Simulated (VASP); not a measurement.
Mg6CuC: single point with PBE

Crystal: Mg6CuC.

```xyz
8
Lattice="3.5179 0.0000 0.0000 0.0000 4.0860 5.0252 0.0000 -4.0860 5.0252" Properties=species:S:1:pos:R:3 pbc="T T T"
Cu    0.0120   -0.0220    9.4462
Mg    1.7529    0.0021    1.4051
Mg    1.7807   -2.2467    3.8733
Mg    1.7547    2.2815    3.8995
Mg    0.0518    0.0023    3.8544
Mg    0.0086   -1.4219    6.2635
Mg   -0.0229    1.3890    6.2691
C     1.8066    0.0309    5.2950
```

This cell differs from its parent crystal: atoms moved at random.

```yaml
Program: VASP 6.6.1
Task: single point
Functional: PBE
Potentials_or_basis: VASP PAW PBE potentials, release 64 (Cu, Mg, C)
Cutoff: 520 eV
k_mesh: 8 × 4 × 4
Occupations: fermi-dirac, width 0.05 eV
Spin: no spin polarisation
Dipole_correction: no
Further_INCAR_settings: ALGO = Normal; EDIFF = 1e-07; NBANDS = 24
```

```yaml
Pressure: -0.1 GPa
Largest_force: 0.258 eV/Å
Band_gap_on_the_k_mesh: zero (an odd number of electrons rules out a gap without spin polarisation)
```

Forces in eV/Å, atoms in the order of the input:
```
Cu  -0.048  0.213  0.110
Mg   0.059 -0.010 -0.128
Mg   0.004 -0.127  0.001
Mg   0.128 -0.167 -0.093
Mg  -0.144  0.076 -0.152
Mg   0.022  0.057  0.239
Mg   0.093  0.049  0.235
C   -0.114 -0.092 -0.212
```

Stress tensor (GPa, compression positive):
```
-2.36 -0.04 -0.10
-0.04  0.91  0.23
-0.10  0.23  1.07
```

Levels at points of the mesh, in eV from the Fermi level:
```csv
k point,band 11,band 12,band 13,band 14,band 15,band 16,band 17,band 18
"(0.00, 0.00, 0.00)",-2.04,-1.79,-0.74,-0.52,1.05,2.79,3.91,4.06
"(0.50, 0.00, 0.00)",-2.24,-1.37,-0.47,-0.24,0.01,0.19,0.66,1.83
"(0.00, 0.50, 0.00)",-2.44,-0.83,-0.72,0.44,1.07,2.21,3.13,3.87
"(0.00, 0.00, 0.50)",-2.44,-0.81,-0.72,0.44,1.07,2.22,3.08,3.90
"(0.50, 0.50, 0.00)",-1.57,-1.47,-1.02,-0.50,0.30,0.62,0.94,2.00
"(0.50, 0.00, 0.50)",-1.57,-1.45,-1.04,-0.49,0.27,0.59,0.97,2.05
"(0.00, 0.50, 0.50)",-1.16,-1.11,-0.72,0.89,1.21,1.83,3.00,3.11
"(0.50, 0.50, 0.50)",-2.48,-2.46,-2.25,0.24,0.92,1.65,1.85,3.11
```

It took 2.8 min on 1 thread of Intel(R) Xeon(R) Platinum 8488C (Sapphire Rapids), on a shared host, peak memory 0.39 GiB.

Caveat: the cell differs from its parent crystal (atoms moved at random).
